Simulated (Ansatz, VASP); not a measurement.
**One calculation of PtC2, two programs**

Contents of INCAR:

```
SYSTEM = PtC2
PREC = Accurate
ENCUT = 600
EDIFF = 1E-6
ISMEAR = 0
SIGMA = 0.1
LREAL = .FALSE.
LASPH = .TRUE.
NELM = 60
ALGO = Normal
ISIF = 3
LWAVE = .FALSE.
LCHARG = .FALSE.
GGA = PE
IVDW = 12
IBRION = 2
NSW = 100
EDIFFG = -0.01
```

Contents of KPOINTS:

```
regular mesh
0
G
  18 18 18
  0 0 0
```

POSCAR

```
PtC2
1.0
    1.8297226927      1.0563908892      2.6305849071
   -1.8297226927      1.0563908892      2.6305849071
    0.0000000000     -2.1127817783      2.6305849071
Pt C
1 2
Direct
    0.5000000000      0.5000000000      0.5000000000
    0.7709832210      0.7709832210      0.7709832210
    0.2290167790      0.2290167790      0.2290167790
```

Input for Ansatz:

```yaml
crystal:
  lattice:
    - [1.8297226927, 1.0563908892, 2.6305849071]
    - [-1.8297226927, 1.0563908892, 2.6305849071]
    - [0.0, -2.1127817783, 2.6305849071]
  atoms:
    - { symbol: Pt, position: [0.5, 0.5, 0.5] }
    - { symbol: C, position: [0.770983221, 0.770983221, 0.770983221] }
    - { symbol: C, position: [0.229016779, 0.229016779, 0.229016779] }
basis:
  ecutwfc: 420
kpoints:
  mp_grid: { grid: [18, 18, 18] }
hamiltonian:
  xc: pbe
  dispersion: d3bj
scf:
  occupations: { method: gaussian, width: 0.1 }
output:
  forces: true
  stress: true
  eigenvalues: true
relax:
  adjacent_minimum: "off"
  f_tol: 0.01
  max_steps: 80
  cell: { stress_tol: 0.05 }
```

Alike in both runs: task relaxation of cell and atoms; functional PBE; dispersion D3(BJ); k mesh 18 × 18 × 18; occupations gaussian, width 0.1 eV; no spin polarisation.

|  | VASP | Ansatz |
| --- | --- | --- |
| version | VASP 6.6.1 | Ansatz 0.2.0 |
| potentials or method | VASP PAW PBE potentials, release 64 (Pt, C), cutoff 600 eV | scalar-relativistic, plane waves, PAW |
| valence electrons in the cell | 18 | 26 |

|  | VASP | Ansatz | Ansatz less VASP |
| --- | --- | --- | --- |
| gap on the k mesh at the Fermi level, each at its own relaxed structure (eV) | none | none | - |
| relaxed volume (Å³/atom) | 10.13 | 10.14 | +0.009 |
| relaxed cell length with the largest relative difference (Å) | 3.362 | 3.363 | +0.0006 |

A gap of «none» marks a metal or a gap that the smearing closes. VASP's potentials hold 18 valence electrons a cell and Ansatz's 26, so a difference there can come from the potentials and not from the codes.

Neither program's run includes spin-orbit coupling.
